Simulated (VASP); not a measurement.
# Cs (Fd-3m) in VASP: notebook

The runs below take Cs through relaxation of cell and atoms, single point, with PBE.

Everything below comes from runs of VASP 6.6.1. Logs are shortened: lines on timing, memory, paths and dates and some standing lists are left out, and cuts for length are marked.

**1. The cell of the first run**

The structure is cubic, space group Fd-3m (No. 227). The conventional cell has a = 10.524 Å, b = 10.524 Å, c = 10.524 Å, α = 90.00°, β = 90.00°, γ = 90.00°.

This isn't the form of Cs at room conditions, which is bcc.

**2. Relaxation of cell and atoms, PBE**

Input file INCAR:

```
PREC = Accurate ; ENCUT = 600
EDIFF = 1E-7 ; ISMEAR = -1
SIGMA = 0.08 ; LREAL = False
LASPH = True ; NELM = 80
ALGO = Normal ; ISIF = 3
LWAVE = False ; LCHARG = False
GGA = PE ; IBRION = 2
NSW = 60 ; EDIFFG = -0.005
```

Input file KPOINTS:

```
Automatic mesh
0
Gamma
  6 6 6
```

Input file POSCAR:

```
Cs
1.0
    0.0000000000      5.2618628195      5.2618628195
    5.2618628195      0.0000000000      5.2618628195
    5.2618628195      5.2618628195      0.0000000000
Cs
2
Direct
   -0.1250000000     -0.1250000000     -0.1250000000
    0.1250000000      0.1250000000      0.1250000000
```

Potentials or basis: VASP PAW PBE potentials, release 64 (Cs_sv).

Run with:

```
$ cat potpaw_PBE.64/Cs_sv/POTCAR > POTCAR
$ mpirun -np 1 vasp_std > vasp.out
```

OUTCAR:

```text
PREC = Accurate
   ENCUT = 600
   EDIFF = 1E-7
   ISMEAR = -1
   LREAL = False
   LASPH = True
   NELM = 80
   ISIF = 3
   GGA = PE
   IBRION = 2
   NSW = 60
   EDIFFG = -0.005

 ion  position               nearest neighbor table
   1  0.875  0.875  0.875-
   2  0.125  0.125  0.125-

  LATTYP: Found a face centered cubic cell.
 ALAT       =    10.5237256390

  Lattice vectors:

 A1 = (   0.0000000000,   5.2618628195,   5.2618628195)
 A2 = (   5.2618628195,   0.0000000000,   5.2618628195)
 A3 = (   5.2618628195,   5.2618628195,   0.0000000000)

Analysis of symmetry for initial positions (statically):
=====================================================================
 Subroutine PRICEL returns:
 Original cell was already a primitive cell.

 Routine SETGRP: Setting up the symmetry group for a
 face centered cubic supercell.

 Subroutine GETGRP returns: Found 48 space group operations
 (whereof 12 operations were pure point group operations)
 out of a pool of 48 trial point group operations.

The static configuration has the point symmetry D_3d.
 The point group associated with its full space group is O_h .

Analysis of symmetry for dynamics (positions and initial velocities):
=====================================================================
 Subroutine PRICEL returns:
 Original cell was already a primitive cell.

 Routine SETGRP: Setting up the symmetry group for a
 face centered cubic supercell.

 Subroutine GETGRP returns: Found 48 space group operations
 (whereof 12 operations were pure point group operations)
 out of a pool of 48 trial point group operations.

The dynamic configuration has the point symmetry D_3d.
 The point group associated with its full space group is O_h .

 Subroutine INISYM returns: Found 48 space group operations
 (whereof 12 operations are pure point group operations),
 and found     1 'primitive' translations

----------------------------------------------------------------------------------------

                                     Primitive cell

  volume of cell :     291.3725

  direct lattice vectors                    reciprocal lattice vectors
     0.000000000  5.261862820  5.261862820    -0.095023382  0.095023382  0.095023382
     5.261862820  0.000000000  5.261862820     0.095023382 -0.095023382  0.095023382
     5.261862820  5.261862820  0.000000000     0.095023382  0.095023382 -0.095023382

  length of vectors
     7.441397763  7.441397763  7.441397763     0.164585325  0.164585325  0.164585325

  position of ions in fractional coordinates (direct lattice)
     0.875000000  0.875000000  0.875000000
     0.125000000  0.125000000  0.125000000

  ion indices of the primitive-cell ions
   primitive index   ion index
                 1           1
                 2           2

[... 61 lines left out ...]
   NELM   =     80;   NELMIN=  2; NELMDL= -5     # of ELM steps
   EDIFF  = 0.1E-06   stopping-criterion for ELM
   LREAL  =      F    real-space projection
   EDIFFG = -.5E-02   stopping-criterion for IOM
   NSW    =     60    number of steps for IOM
   IBRION =      2    ionic relax: 0-MD 1-quasi-New 2-CG
   NFREE  =      1    steps in history (QN), initial steepest desc. (CG)
   ISIF   =      3    stress and relaxation
   ISYM   =      2    0-nonsym 1-usesym 2-fastsym
   POTIM  = 0.5000    time-step for ionic-motion
   TEBEG  =    0.0;   TEEND  =   0.0 temperature during run
   PSTRESS=    0.0 pullay stress
   NELECT =      18.0000    total number of electrons
   NUPDOWN=      -1.0000    fix difference up-down
   EMIN   =  10.00;   EMAX   =-10.00  energy-range for DOS
   EFERMI =   0.00;   METHOD = LEGACY
   ISMEAR =    -1;   SIGMA  =   0.08  broadening in eV -4-tet -1-fermi 0-gaus
   EFERMI_NEDOS =   21; number of points for ismear=-14 and -15
   IALGO  =     38    algorithm
   IMIX   =      4    mixing-type and parameters
     AMIX     =   0.40;   BMIX     =  1.00
     AMIX_MAG =   1.60;   BMIX_MAG =  1.00
  volume/ion in A,a.u.               =     145.69       983.14
  Fermi-wavevector in a.u.,A,eV,Ry     =   0.647167  1.222968  5.698456  0.418825
  Thomas-Fermi vector in A             =   1.715386
   LORBIT       =      0    0 simple, 1 ext, 2 COOP (PROOUT), +10 PAW based schemes
   GGA     = PE    functional components
   LHFCALC =     F    Hartree Fock is set to
   AEXX    =    0.0000 exact exchange contribution
   IVDW    =     0    specifies the selected vdW correction
   LEPSILON=     F    determine dielectric tensor
   LRPA    =     F    only Hartree local field effects (RPA)
 conjugate gradient relaxation of ions
 non-spin polarized calculation
  energy-cutoff  :      600.00
  volume of cell :      291.37
 maximum number of plane-waves:      9756
   NGX = 29   NGY = 29   NGZ = 29

--------------------------------------- Ionic step        1  -------------------------------------------

 number of electron      17.9999999 magnetization

 Free energy of the ion-electron system (eV)
  ---------------------------------------------------
  ext. energy  EPLUGINS =         0.00000000
  ---------------------------------------------------
  free energy    TOTEN  =        -1.15935995 eV

  energy without entropy =       -1.11360799  energy(sigma->0) =       -1.13648397

 E-fermi :   0.0467     XC(G=0):  -4.7794

 val. band max:        0.0311925774   @ k =   0.5000   0.0000   0.0000
 cond. band min:       0.0925060686   @ k =   0.5000   0.5000   0.0000
 fundamental gap:      0.0613134913
 Fermi energy:         0.0466713636

 k-point     1 :       0.0000    0.0000    0.0000
  band No.  band energies     occupation
      1     -24.3319      2.00000
      2     -24.2890      2.00000
      3     -11.2126      2.00000
      4     -11.2126      2.00000
      5     -11.2126      2.00000
      6     -11.0278      2.00000
      7     -11.0278      2.00000
      8     -11.0278      2.00000
      9      -1.4722      2.00000
     10       1.3015      0.00000
     11       1.3015      0.00000
     12       1.4585      0.00000
     13       1.4585      0.00000
[... 381 lines left out ...]
--------------------------------------- Ionic step        5  -------------------------------------------

 number of electron      18.0000001 magnetization

 Free energy of the ion-electron system (eV)
  ---------------------------------------------------
  ext. energy  EPLUGINS =         0.00000000
  ---------------------------------------------------
  free energy    TOTEN  =        -1.21274863 eV

  energy without entropy =       -1.17345718  energy(sigma->0) =       -1.19310290

 E-fermi :  -0.4280     XC(G=0):  -4.2066

 val. band max:       -0.6625697871   @ k =  -0.3333   0.3333   0.1667
 cond. band min:      -0.4217276135   @ k =   0.5000   0.5000   0.0000
 fundamental gap:      0.2408421736
 Fermi energy:        -0.4279838600

 k-point     1 :       0.0000    0.0000    0.0000
  band No.  band energies     occupation
      1     -24.7561      2.00000
      2     -24.7414      2.00000
      3     -11.5939      2.00000
      4     -11.5939      2.00000
      5     -11.5939      2.00000
      6     -11.5040      2.00000
      7     -11.5040      2.00000
      8     -11.5040      2.00000
      9      -1.6996      2.00000
     10       0.9280      0.00000
     11       0.9280      0.00000
     12       0.9298      0.00000
     13       0.9298      0.00000
[... 267 lines left out ...]
  FREE ENERGIE OF THE ION-ELECTRON SYSTEM (eV)
  ---------------------------------------------------
  free  energy   TOTEN  =        -1.2127486313 eV

  energy  without entropy=       -1.1734571772  energy(sigma->0) =       -1.19310290

 reached required accuracy - stopping structural energy minimisation
```

OSZICAR:

```text
N       E                     dE             d eps       ncg     rms          rms(c)
DAV:   1     0.151966075654E+03    0.15197E+03   -0.62422E+03   416   0.109E+03
DAV:   2     0.233410687189E+02   -0.12863E+03   -0.12520E+03   656   0.174E+02
DAV:   3    -0.422029125381E+00   -0.23763E+02   -0.23189E+02   531   0.806E+01
[... 56 lines left out ...]
DAV:   5    -0.121275618011E+01    0.11812E-03   -0.78906E-04   546   0.152E-01    0.235E-02
DAV:   6    -0.121274657730E+01    0.96028E-05   -0.41728E-05   491   0.327E-02    0.796E-03
DAV:   7    -0.121274389810E+01    0.26792E-05   -0.50649E-06   546   0.131E-02    0.407E-03
DAV:   8    -0.121274868755E+01   -0.47894E-05   -0.10003E-05   431   0.127E-02    0.188E-03
DAV:   9    -0.121274863127E+01    0.56280E-07   -0.20614E-07   408   0.218E-03
   5 F= -.12127486E+01 E0= -.11931029E+01  d E =-.533887E-01
```

Run time: 2.9 min. Hardware: 1 thread of Intel Xeon 6975P-C (Granite Rapids), shared host; peak memory 0.53 GiB.

Results:

```yaml
Free_energy: -1.2127 eV
Relaxed_volume: 187.98 Å³/atom
Relaxed_cell: a = 8.101 Å, b = 8.101 Å, c = 8.101 Å, α = 60.00°, β = 60.00°, γ = 60.00°
Space_group_after_relaxing_to_0.1_Å: Fd-3m (No. 227)
Energy_gained_by_relaxing: 26.7 meV/atom
Ionic_steps: 5
Pressure_after_relaxing: 0.0 GPa
Band_gap_on_the_k_mesh: zero (bands 9 and 10 overlap by 0.06 eV)
```

The path:
```tsv
step	energy change (eV)	largest force (eV/Å)	pressure (GPa)	volume (Å³)
1	0.0000	0.0000	0.24	291.37
2	-0.0130	0.0000	0.20	300.75
3	-0.0404	0.0000	0.10	330.07
4	-0.0513	0.0000	-0.03	394.31
5	-0.0534	0.0000	0.00	375.96
```

Final structure:
```
CELL_PARAMETERS angstrom
0.00000 5.72847 5.72847
5.72847 0.00000 5.72847
5.72847 5.72847 0.00000
ATOMIC_POSITIONS crystal
Cs 0.87500 0.87500 0.87500
Cs 0.12500 0.12500 0.12500
```

Levels at points of the mesh, in eV from the Fermi level:
```csv
k point,band 6,band 7,band 8,band 9,band 10,band 11,band 12,band 13
"(0.00, 0.00, 0.00)",-11.08,-11.08,-11.08,-1.27,1.36,1.36,1.36,1.36
"(0.50, 0.00, 0.00)",-11.08,-11.07,-11.07,-0.54,0.06,1.15,1.15,1.26
"(0.50, 0.50, 0.00)",-11.12,-11.06,-11.06,0.01,0.01,0.68,0.68,1.42
```

Caveat: the volume moved by over 15 % at a fixed basis, so the end points are rough; spin-orbit coupling is left out, which moves the levels of the heavy elements.

**3. Single point, PBE (74.66 Å³/atom)**

This run uses another cell than the first one, of 74.66 Å³/atom.

Input file INCAR:

```
ALGO = Normal
EDIFF = 1E-7
ENCUT = 520
GGA = PE
ISIF = 2
ISMEAR = -1
LASPH = True
LCHARG = False
LREAL = False
LWAVE = False
NBANDS = 16
NELM = 80
PREC = Accurate
SIGMA = 0.08
```

Input file KPOINTS:

```
k-points
0
Gamma
  6 6 6
```

Input file POSCAR:

```
Cs
1.0
    0.0000000000      4.2107303824      4.2107303824
    4.2107303824      0.0000000000      4.2107303824
    4.2107303824      4.2107303824      0.0000000000
Cs
2
Direct
   -0.1250000000     -0.1250000000     -0.1250000000
    0.1250000000      0.1250000000      0.1250000000
```

Potentials or basis: VASP PAW PBE potentials, release 64 (Cs_sv).

Run with:

```
$ cat potpaw_PBE.64/Cs_sv/POTCAR > POTCAR
$ mpirun -np 1 vasp_std > vasp.out
```

Wall time 61 s (1 thread of Intel Xeon 8259CL, shared host); peak memory 0.31 GiB.

The run converged. Its results:

```
Free energy            : -0.4740 eV
Pressure               : 1.9 GPa
Band gap on the k mesh : zero (bands 9 and 10 overlap by 0.08 eV)
```

Levels at points of the mesh, in eV from the Fermi level:
```tsv
k point	band 6	band 7	band 8	band 9	band 10	band 11	band 12	band 13
(0.00, 0.00, 0.00)	-10.65	-10.65	-10.65	-1.70	1.17	1.17	1.99	1.99
(0.50, 0.00, 0.00)	-10.60	-10.51	-10.51	0.03	0.14	1.03	1.03	1.98
(0.50, 0.50, 0.00)	-11.11	-10.36	-10.36	-0.05	-0.05	1.81	1.81	2.01
```

Caveat: spin-orbit coupling is left out, which moves the levels of the heavy elements.
